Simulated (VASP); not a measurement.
NbN, 2 atoms in the cell. It takes space group Fm-3m (No. 225, cubic). The conventional cell has a = 4.389 Å, b = 4.389 Å, c = 4.389 Å, α = 90.00°, β = 90.00°, γ = 90.00°. Nb (site symmetry m-3m) has 6 N at 2.19 Å within 2.9 Å. Within 2.9 Å of N (site symmetry m-3m) lie 6 Nb at 2.19 Å. 

* Program: VASP 6.6.1
* Task: single point
* Functional: PBE
* Potentials or basis: VASP PAW PBE potentials, release 64 (Nb_sv, N)
* Cutoff: 600 eV
* k mesh: 6 × 6 × 6
* Occupations: gaussian, width 0.1 eV
* Spin: no spin polarisation
* Dipole correction: no
* Further INCAR settings: ALGO = Normal; EDIFF = 1e-06; NBANDS = 16

Potentials or basis: VASP PAW PBE potentials, release 64 (Nb_sv, N).

Run with:

```bash
$ cat potpaw_PBE.64/Nb_sv/POTCAR potpaw_PBE.64/N/POTCAR > POTCAR
$ mpirun -np 1 vasp_std > vasp.out
```

Hardware: 1 thread of AMD EPYC 7R13, on a shared host.

Q: How long does it take, and how much memory?

A: It took 26 s on 1 thread of AMD EPYC 7R13 (shared host), peak memory 0.13 GiB. Counts: scf iterations 13, k points 16.
